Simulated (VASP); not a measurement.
# Pb (P6_3/mmc) in VASP: density of states with PBE

Aim: the density of states of Pb with PBE.

Program: VASP 6.6.1. These are calculated values, not measurements. Logs are shortened: lines on timing, memory, paths and dates and some standing lists are left out, and cuts for length are marked.

## 1. The cell of the first run

The structure is hexagonal, space group P6_3/mmc (No. 194). Conventional cell: a = 3.539 Å, b = 3.539 Å, c = 5.859 Å, α = 90.00°, β = 90.00°, γ = 120.00°. Pb (site symmetry -6m2) has 12 Pb at 3.54 to 3.57 Å within 4.7 Å.

## 2. Density of states, PBE

Input file POSCAR:

```
Pb
1.0
    3.5393557659      0.0000000000      0.0000000000
   -1.7696778829      3.0651720063      0.0000000000
    0.0000000000      0.0000000000      5.8591118804
Pb
2
Direct
    0.3333333333      0.6666666667      0.7500000000
    0.6666666667      0.3333333333      0.2500000000
```

Input file INCAR.step1:

```
PREC = Accurate
ENCUT = 520
EDIFF = 1E-6
ISMEAR = 0
SIGMA = 0.05
LREAL = F
LASPH = T
NELM = 100
ALGO = Normal
ISIF = 2
LWAVE = F
LCHARG = T
GGA = PE
NBANDS = 21
```

Input file KPOINTS.step1:

```
Automatic mesh
0
Gamma
  14 14 8
```

Input file INCAR.step2:

```
PREC = Accurate
ENCUT = 520
EDIFF = 1E-6
ISMEAR = -5
SIGMA = 0.05
LREAL = F
LASPH = T
NELM = 100
ALGO = Normal
ISIF = 2
LWAVE = F
LCHARG = F
GGA = PE
LORBIT = 10
NEDOS = 1001
ICHARG = 11
```

Input file KPOINTS.step2:

```
Automatic mesh
0
Gamma
  21 21 12
```

Potentials or basis: VASP PAW PBE potentials, release 64 (Pb_d).

Started as:

```console
> cat potpaw_PBE.64/Pb_d/POTCAR > POTCAR
> cp INCAR.step1 INCAR
> cp KPOINTS.step1 KPOINTS
> mpirun -np 1 vasp_std > vasp.out
> cp INCAR.step2 INCAR
> cp KPOINTS.step2 KPOINTS
> mpirun -np 1 vasp_std > vasp.out
```

OUTCAR:

```text
PREC = Accurate
   ENCUT = 520
   EDIFF = 1E-6
   ISMEAR = -5
   LREAL = F
   LASPH = T
   NELM = 100
   ISIF = 2
   GGA = PE
   LORBIT = 10
   ICHARG = 11

 ion  position               nearest neighbor table
   1  0.333  0.667  0.750-   2 3.57   2 3.57   2 3.57   2 3.57   2 3.57   2 3.57
   2  0.667  0.333  0.250-   1 3.57   1 3.57   1 3.57   1 3.57   1 3.57   1 3.57

  LATTYP: Found a hexagonal cell.
 ALAT       =     3.5393557659
 C/A-ratio  =     1.6554176149

  Lattice vectors:

 A1 = (   3.5393557659,   0.0000000000,   0.0000000000)
 A2 = (  -1.7696778829,   3.0651720063,   0.0000000000)
 A3 = (   0.0000000000,   0.0000000000,   5.8591118804)

Analysis of symmetry for initial positions (statically):
=====================================================================
 Subroutine PRICEL returns:
 Original cell was already a primitive cell.

 Routine SETGRP: Setting up the symmetry group for a
 hexagonal supercell.

 Subroutine GETGRP returns: Found 24 space group operations
 (whereof 12 operations were pure point group operations)
 out of a pool of 24 trial point group operations.

The static configuration has the point symmetry D_3d.
 The point group associated with its full space group is D_6h.

Analysis of symmetry for dynamics (positions and initial velocities):
=====================================================================
 Subroutine PRICEL returns:
 Original cell was already a primitive cell.

 Routine SETGRP: Setting up the symmetry group for a
 hexagonal supercell.

 Subroutine GETGRP returns: Found 24 space group operations
 (whereof 12 operations were pure point group operations)
 out of a pool of 24 trial point group operations.

The dynamic configuration has the point symmetry D_3d.
 The point group associated with its full space group is D_6h.

 Subroutine INISYM returns: Found 24 space group operations
 (whereof 12 operations are pure point group operations),
 and found     1 'primitive' translations

----------------------------------------------------------------------------------------

                                     Primitive cell

  volume of cell :      63.5639
[... 85 lines left out ...]
   ISPIN  =      1    spin polarized calculation?
   LNONCOLLINEAR =      F non collinear calculations
   LSORBIT =      F    spin-orbit coupling
   LASPH  =      T    aspherical Exc in radial PAW
   ENCUT  =  520.0 eV  38.22 Ry    6.18 a.u.   6.58  6.58 10.89*2*pi/ulx,y,z
   NELM   =    100;   NELMIN=  2; NELMDL=  0     # of ELM steps
   EDIFF  = 0.1E-05   stopping-criterion for ELM
   LREAL  =      F    real-space projection
   EDIFFG = 0.1E-04   stopping-criterion for IOM
   NSW    =      0    number of steps for IOM
   IBRION =     -1    ionic relax: 0-MD 1-quasi-New 2-CG
   NFREE  =      0    steps in history (QN), initial steepest desc. (CG)
   ISIF   =      2    stress and relaxation
   ISYM   =      2    0-nonsym 1-usesym 2-fastsym
   POTIM  = 0.5000    time-step for ionic-motion
   TEBEG  =    0.0;   TEEND  =   0.0 temperature during run
   PSTRESS=    0.0 pullay stress
   NELECT =      28.0000    total number of electrons
   NUPDOWN=      -1.0000    fix difference up-down
   EMIN   =  10.00;   EMAX   =-10.00  energy-range for DOS
   EFERMI =   0.00;   METHOD = LEGACY
   ISMEAR =    -5;   SIGMA  =   0.05  broadening in eV -4-tet -1-fermi 0-gaus
   EFERMI_NEDOS =   21; number of points for ismear=-14 and -15
   IALGO  =     38    algorithm
   IMIX   =      4    mixing-type and parameters
     AMIX     =   0.40;   BMIX     =  1.00
     AMIX_MAG =   1.60;   BMIX_MAG =  1.00
  volume/ion in A,a.u.               =      31.78       214.48
  Fermi-wavevector in a.u.,A,eV,Ry     =   1.245634  2.353907 21.110865  1.551605
  Thomas-Fermi vector in A             =   2.379848
   LORBIT       =     10    0 simple, 1 ext, 2 COOP (PROOUT), +10 PAW based schemes
   GGA     = PE    functional components
   LHFCALC =     F    Hartree Fock is set to
   AEXX    =    0.0000 exact exchange contribution
   IVDW    =     0    specifies the selected vdW correction
   LEPSILON=     F    determine dielectric tensor
   LRPA    =     F    only Hartree local field effects (RPA)
 non-spin polarized calculation
 Fermi weights with tetrahedron method with Bloechl corrections
  energy-cutoff  :      520.00
  volume of cell :       63.56
 maximum number of plane-waves:      1761
 NGX is ok and might be reduce to    28

 number of electron      27.9999996 magnetization

 Free energy of the ion-electron system (eV)
  ---------------------------------------------------
  ext. energy  EPLUGINS =         0.00000000
  ---------------------------------------------------
  free energy    TOTEN  =        -7.09752224 eV

  energy without entropy =       -7.09752224  energy(sigma->0) =       -7.09752224

 E-fermi :   6.7263     XC(G=0):  -9.9637

 val. band max:        6.8555645047   @ k =   0.2857   0.2857   0.0000
 cond. band min:       6.6020726274   @ k =   0.1905   0.1905   0.1667
 fundamental gap:     -0.2534918773
 Fermi energy:         6.7262533212

 k-point     1 :       0.0000    0.0000    0.0000
  band No.  band energies     occupation
      1     -10.3044      2.00000
      2     -10.2913      2.00000
      3     -10.2677      2.00000
      4     -10.2677      2.00000
      5     -10.2510      2.00000
      6     -10.2510      2.00000
[... 481 lines left out ...]
      5     -10.2342      2.00000
      6     -10.1912      2.00000
[... 10 lines left out ...]
     17      12.1767      0.00000
     18      12.2565      0.00000

 [... further k-points ...]
[... 5 lines left out ...]
  --------------------------------------------------------------------------------------
  -------------------------------------------------------------------------------------
  Total        0.1181284      0.1181284      0.0723036      0.0000000      0.0000000      0.0000000
  in kB        2.9775163      2.9775163      1.8224663      0.0000000      0.0000000      0.0000000
  external PRESSURE =       2.5924997 kB  Pullay stress =       0.0000000 kB

 VOLUME and BASIS-vectors are now :
 -----------------------------------------------------------------------------
  energy-cutoff  :      520.00
  volume of cell :       63.56
      direct lattice vectors                 reciprocal lattice vectors
     3.539355766  0.000000000  0.000000000     0.282537294  0.163122983  0.000000000
    -1.769677883  3.065172006  0.000000000     0.000000000  0.326245965  0.000000000
     0.000000000  0.000000000  5.859111880     0.000000000  0.000000000  0.170674331

 POSITION                                       TOTAL-FORCE (eV/Angst)
 -----------------------------------------------------------------------------------
     -0.00000      2.04345      4.39433         0.000000      0.000000      0.000000
      1.76968      1.02172      1.46478        -0.000000     -0.000000      0.000000
 -----------------------------------------------------------------------------------
    total drift:                               -0.000000      0.000000      0.000000

  FREE ENERGIE OF THE ION-ELECTRON SYSTEM (eV)
  ---------------------------------------------------
  free  energy   TOTEN  =        -7.0975222396 eV

  energy  without entropy=       -7.0975222396  energy(sigma->0) =       -7.09752224

 total charge

# of ion       s       p       d       tot
------------------------------------------
    1        1.401   0.724   9.808  11.934
    2        1.401   0.724   9.808  11.934
--------------------------------------------------
tot          2.802   1.449  19.616  23.867
```

OUTCAR.step1:

```text
PREC = Accurate
   ENCUT = 520
   EDIFF = 1E-6
   ISMEAR = 0
   LREAL = F
   LASPH = T
[... 800 lines left out ...]
 -----------------------------------------------------------------------------------
     -0.00000      2.04345      4.39433         0.000000     -0.000000      0.000000
      1.76968      1.02172      1.46478        -0.000000      0.000000      0.000000
 -----------------------------------------------------------------------------------
    total drift:                               -0.000000      0.000000      0.000000

  FREE ENERGIE OF THE ION-ELECTRON SYSTEM (eV)
  ---------------------------------------------------
  free  energy   TOTEN  =        -7.0981518267 eV

  energy  without entropy=       -7.0967614602  energy(sigma->0) =       -7.09745664
```

It took 5.4 min on 1 thread of Intel Xeon Platinum 8259CL at 2.50GHz (Skylake/Cascade Lake), shared host; peak memory 0.42 GiB.

Results:

```yaml
Valence_electrons_inside_the_program's_atomic_spheres: Pb 11.93
```

Caveat: spin-orbit coupling is left out, which moves the levels of the heavy elements; tetrahedron occupations give inexact forces and stress in metals.
